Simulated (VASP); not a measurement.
# CdS (I4/mmm) in VASP: settings compared

Aim: see how the results for CdS move with the level of theory and the settings. Levels: PBE, r2SCAN. Tasks: single point.

All numbers are computed with VASP 6.6.1; they aren't measurements. Logs are shortened: lines on timing, memory, paths and dates and some standing lists are left out, and cuts for length are marked.

## Step 1: The cell of the first run

It takes space group I4/mmm (No. 139, tetragonal). Conventional cell: a = 3.856 Å, b = 3.856 Å, c = 5.636 Å, α = 90.00°, β = 90.00°, γ = 90.00°. Within 3.6 Å of Cd (site symmetry 4/mmm) lie 6 S at 2.73 to 2.82 Å. Within 3.6 Å of S (site symmetry 4/mmm) lie 6 Cd at 2.73 to 2.82 Å.

## Step 2: Single point, PBE (uniaxial x strain +3.4%)

File INCAR:

```
  PREC = Accurate
  ENCUT = 520
  EDIFF = 1E-7
  ISMEAR = -1
  SIGMA = 0.02
  LREAL = False
  LASPH = True
  NELM = 100
  ALGO = Normal
  ISIF = 2
  LWAVE = False
  LCHARG = False
  GGA = PE
  NBANDS = 16
```

File KPOINTS:

```
Automatic mesh
0
Gamma
  8 8 8
```

File POSCAR:

```
CdS
1.0
    0.0000000000      2.7267765431      2.7267765431
    2.8181235573      0.0000000000      2.7267765431
    2.8181235573      2.7267765431      0.0000000000
Cd S
1 1
Direct
    0.0000000000      0.0000000000      0.0000000000
    0.5000000000      0.5000000000      0.5000000000
```

Potentials or basis: VASP PAW PBE potentials, release 64 (Cd, S).

Run with:

```sh
$ cat potpaw_PBE.64/Cd/POTCAR potpaw_PBE.64/S/POTCAR > POTCAR
$ mpirun -np 1 vasp_std > vasp.out
```

OUTCAR:

```text
PREC = Accurate
   ENCUT = 520
   EDIFF = 1E-7
   ISMEAR = -1
   LREAL = False
   LASPH = True
   NELM = 100
   ISIF = 2
   GGA = PE

 ion  position               nearest neighbor table
   1  0.000  0.000  0.000-   2 2.73   2 2.73   2 2.73   2 2.73   2 2.82   2 2.82
   2  0.500  0.500  0.500-   1 2.73   1 2.73   1 2.73   1 2.73   1 2.82   1 2.82

  LATTYP: Found a body centered tetragonal cell.
 ALAT       =     3.8562443688
 C/A-ratio  =     1.4615897167

  Lattice vectors:

 A1 = (   2.8181235573,   0.0000000000,   2.7267765431)
 A2 = (   2.8181235573,   0.0000000000,  -2.7267765431)
 A3 = (  -2.8181235573,   2.7267765431,   0.0000000000)

Analysis of symmetry for initial positions (statically):
=====================================================================
 Subroutine PRICEL returns:
 Original cell was already a primitive cell.

 Routine SETGRP: Setting up the symmetry group for a
 body centered tetragonal supercell.

 Subroutine GETGRP returns: Found 16 space group operations
 (whereof 16 operations were pure point group operations)
 out of a pool of 16 trial point group operations.

The static configuration has the point symmetry D_4h.

Analysis of symmetry for dynamics (positions and initial velocities):
=====================================================================
 Subroutine PRICEL returns:
 Original cell was already a primitive cell.

 Routine SETGRP: Setting up the symmetry group for a
 body centered tetragonal supercell.

 Subroutine GETGRP returns: Found 16 space group operations
 (whereof 16 operations were pure point group operations)
 out of a pool of 16 trial point group operations.

The dynamic configuration has the point symmetry D_4h.

 Subroutine INISYM returns: Found 16 space group operations
 (whereof 16 operations are pure point group operations),
 and found     1 'primitive' translations

----------------------------------------------------------------------------------------

                                     Primitive cell

  volume of cell :      41.9072

  direct lattice vectors                    reciprocal lattice vectors
     0.000000000  2.726776543  2.726776543    -0.177423023  0.183366694  0.183366694
     2.818123557  0.000000000  2.726776543     0.177423023 -0.183366694  0.183366694
     2.818123557  2.726776543  0.000000000     0.177423023  0.183366694 -0.183366694

  length of vectors
     3.856244369  3.921368473  3.921368473     0.314206330  0.314206330  0.314206330

  position of ions in fractional coordinates (direct lattice)
     0.000000000  0.000000000  0.000000000
     0.500000000  0.500000000  0.500000000

  ion indices of the primitive-cell ions
   primitive index   ion index
                 1           1
                 2           2

----------------------------------------------------------------------------------------

 KPOINTS: Automatic mesh

Automatic generation of k-mesh.
 Grid dimensions read from file:
 generate k-points for:    8    8    8

 Generating k-lattice:

  Cartesian coordinates                     Fractional coordinates (reciprocal lattice)
    -0.022177878  0.022920837  0.022920837     0.125000000 -0.000000000 -0.000000000
     0.022177878 -0.022920837  0.022920837     0.000000000  0.125000000  0.000000000
     0.022177878  0.022920837 -0.022920837     0.000000000  0.000000000  0.125000000

  Length of vectors
     0.039275791  0.039275791  0.039275791

  Shift w.r.t. Gamma in fractional coordinates (k-lattice)
     0.000000000  0.000000000  0.000000000

 Subroutine IBZKPT returns following result:
 ===========================================

 Found     59 irreducible k-points:

 Following reciprocal coordinates:
            Coordinates               Weight
  0.000000  0.000000  0.000000      1.000000
  0.125000  0.000000  0.000000      8.000000
  0.250000  0.000000  0.000000      8.000000
  0.375000  0.000000  0.000000      8.000000
  0.500000  0.000000  0.000000      4.000000
  0.125000  0.125000  0.000000      4.000000
[... 16 lines left out ...]
  0.250000  0.125000  0.125000      4.000000
  0.375000  0.125000  0.125000      8.000000
 [... further k-points ...]
   k-points           NKPTS =     59   k-points in BZ     NKDIM =     59   number of bands    NBANDS=     16
   number of dos      NEDOS =    301   number of ions     NIONS =      2
   total plane-waves  NPLWV =  27000
   dimension x,y,z NGX =    30 NGY =   30 NGZ =   30
   dimension x,y,z NGXF=    60 NGYF=   60 NGZF=   60
   ions per type =               1   1
   NGX,Y,Z   is equivalent  to a cutoff of  12.93, 12.72, 12.72 a.u.
   NGXF,Y,Z  is equivalent  to a cutoff of  25.87, 25.44, 25.44 a.u.
 SYSTEM =  unknown system
   PREC   = accura    normal or accurate (medium, high low for compatibility)
   ISTART =      0    job   : 0-new  1-cont  2-samecut
   ICHARG =      2    charge: 1-file 2-atom 10-const
   ISPIN  =      1    spin polarized calculation?
   LNONCOLLINEAR =      F non collinear calculations
   LSORBIT =      F    spin-orbit coupling
   LASPH  =      T    aspherical Exc in radial PAW
   ENCUT  =  520.0 eV  38.22 Ry    6.18 a.u.   7.17  7.29  7.29*2*pi/ulx,y,z
   NELM   =    100;   NELMIN=  2; NELMDL= -5     # of ELM steps
   EDIFF  = 0.1E-06   stopping-criterion for ELM
   LREAL  =      F    real-space projection
   EDIFFG = 0.1E-05   stopping-criterion for IOM
   NSW    =      0    number of steps for IOM
   IBRION =     -1    ionic relax: 0-MD 1-quasi-New 2-CG
   NFREE  =      0    steps in history (QN), initial steepest desc. (CG)
   ISIF   =      2    stress and relaxation
   ISYM   =      2    0-nonsym 1-usesym 2-fastsym
   POTIM  = 0.5000    time-step for ionic-motion
   TEBEG  =    0.0;   TEEND  =   0.0 temperature during run
   PSTRESS=    0.0 pullay stress
   NELECT =      18.0000    total number of electrons
   NUPDOWN=      -1.0000    fix difference up-down
   EMIN   =  10.00;   EMAX   =-10.00  energy-range for DOS
   EFERMI =   0.00;   METHOD = LEGACY
   ISMEAR =    -1;   SIGMA  =   0.02  broadening in eV -4-tet -1-fermi 0-gaus
   EFERMI_NEDOS =   21; number of points for ismear=-14 and -15
   IALGO  =     38    algorithm
   IMIX   =      4    mixing-type and parameters
     AMIX     =   0.40;   BMIX     =  1.00
     AMIX_MAG =   1.60;   BMIX_MAG =  1.00
  volume/ion in A,a.u.               =      20.95       141.40
  Fermi-wavevector in a.u.,A,eV,Ry     =   1.235196  2.334182 20.758541  1.525710
  Thomas-Fermi vector in A             =   2.369856
   LORBIT       =      0    0 simple, 1 ext, 2 COOP (PROOUT), +10 PAW based schemes
   GGA     = PE    functional components
   LHFCALC =     F    Hartree Fock is set to
   AEXX    =    0.0000 exact exchange contribution
   IVDW    =     0    specifies the selected vdW correction
   LEPSILON=     F    determine dielectric tensor
   LRPA    =     F    only Hartree local field effects (RPA)
 non-spin polarized calculation
  energy-cutoff  :      520.00
  volume of cell :       41.91
 maximum number of plane-waves:      1152
 NGX is ok and might be reduce to    30
   NGX = 15   NGY = 15   NGZ = 15

 number of electron      18.0000003 magnetization

 Free energy of the ion-electron system (eV)
  ---------------------------------------------------
  ext. energy  EPLUGINS =         0.00000000
  ---------------------------------------------------
  free energy    TOTEN  =        -5.87017165 eV

  energy without entropy =       -5.87007702  energy(sigma->0) =       -5.87012434

 E-fermi :   2.8344     XC(G=0): -10.2821

 val. band max:        2.7567582105   @ k =   0.5000   0.0000   0.0000
 cond. band min:       2.8876612695   @ k =   0.5000   0.5000   0.0000
 fundamental gap:      0.1309030590
 Fermi energy:         2.8343697415

 k-point     1 :       0.0000    0.0000    0.0000
  band No.  band energies     occupation
      1      -9.9651      2.00000
      2      -4.9203      2.00000
      3      -4.8954      2.00000
      4      -4.8883      2.00000
      5      -4.8795      2.00000
      6      -4.8795      2.00000
[... 8 lines left out ...]
     15      14.0296      0.00000
     16      14.2723      0.00000

 k-point     2 :       0.1250    0.0000    0.0000
  band No.  band energies     occupation
      1      -9.8368      2.00000
      2      -4.9411      2.00000
      3      -4.9361      2.00000
      4      -4.9097      2.00000
      5      -4.8670      2.00000
      6      -4.8559      2.00000
[... 8 lines left out ...]
     15      13.0227      0.00000
     16      13.7624      0.00000

 k-point     3 :       0.2500    0.0000    0.0000
  band No.  band energies     occupation
      1      -9.4936      2.00000
      2      -5.0507      2.00000
      3      -5.0307      2.00000
      4      -4.9563      2.00000
      5      -4.7994      2.00000
      6      -4.7949      2.00000
[... 8 lines left out ...]
     15      13.4936      0.00000
     16      13.6337      0.00000

 k-point     4 :       0.3750    0.0000    0.0000
  band No.  band energies     occupation
      1      -9.0841      2.00000
      2      -5.1554      2.00000
      3      -5.1286      2.00000
      4      -5.0494      2.00000
      5      -4.7328      2.00000
      6      -4.7255      2.00000
[... 8 lines left out ...]
     15      14.6828      0.00000
     16      14.8402      0.00000
[... 324 lines left out ...]
 k-point    22 :       0.0000    0.1250    0.1250
  band No.  band energies     occupation
      1      -9.8178      2.00000
      2      -4.9523      2.00000
      3      -4.9398      2.00000
      4      -4.8825      2.00000
      5      -4.8523      2.00000
      6      -4.8523      2.00000
[... 8 lines left out ...]
     15      15.2633      0.00000
     16      15.2643      0.00000

 k-point    23 :       0.2500    0.1250    0.1250
  band No.  band energies     occupation
      1      -9.6260      2.00000
      2      -5.0349      2.00000
      3      -4.9900      2.00000
      4      -4.9138      2.00000
      5      -4.8387      2.00000
      6      -4.8120      2.00000
[... 8 lines left out ...]
     15      14.1239      0.00000
     16      14.4368      0.00000

 k-point    24 :       0.3750    0.1250    0.1250
  band No.  band energies     occupation
      1      -9.2668      2.00000
      2      -5.1312      2.00000
      3      -5.0867      2.00000
      4      -4.9470      2.00000
      5      -4.7856      2.00000
      6      -4.7298      2.00000
[... 8 lines left out ...]
     15      14.4490      0.00000
     16      15.4760      0.00000

 [... further k-points ...]

------------------------ aborting loop because EDIFF is reached ----------------------------------------

  FORCE on cell =-STRESS in cart. coord.  units (eV):
  Direction    XX          YY          ZZ          XY          YZ          ZX
  --------------------------------------------------------------------------------------
  -------------------------------------------------------------------------------------
  Total       -0.4292227      0.1341323      0.1341323      0.0000000      0.0000000      0.0000000
  in kB      -16.4098322      5.1280813      5.1280813      0.0000000      0.0000000      0.0000000
  external PRESSURE =      -2.0512232 kB  Pullay stress =       0.0000000 kB

 VOLUME and BASIS-vectors are now :
 -----------------------------------------------------------------------------
  energy-cutoff  :      520.00
  volume of cell :       41.91
      direct lattice vectors                 reciprocal lattice vectors
     0.000000000  2.726776543  2.726776543    -0.177423023  0.183366694  0.183366694
     2.818123557  0.000000000  2.726776543     0.177423023 -0.183366694  0.183366694
     2.818123557  2.726776543  0.000000000     0.177423023  0.183366694 -0.183366694

 POSITION                                       TOTAL-FORCE (eV/Angst)
 -----------------------------------------------------------------------------------
      0.00000      0.00000      0.00000         0.000000     -0.000000      0.000000
      2.81812      2.72678      2.72678         0.000000      0.000000      0.000000
 -----------------------------------------------------------------------------------
    total drift:                               -0.000000      0.000000      0.000000

  FREE ENERGIE OF THE ION-ELECTRON SYSTEM (eV)
  ---------------------------------------------------
  free  energy   TOTEN  =        -5.8701716467 eV

  energy  without entropy=       -5.8700770238  energy(sigma->0) =       -5.87012434
```

It took 57 s on 1 thread of Intel Xeon 8259CL, shared host; peak memory 0.19 GiB.

What came out:

* Free energy: -5.8702 eV
* Pressure: -0.2 GPa
* Band gap on the k mesh: 0.13 eV (least direct gap 1.40 eV)

Caveat: the cell differs from its parent crystal (uniaxial x strain +3.4%). A k mesh can miss the band edges.

(Continued in part 2 of 2.)
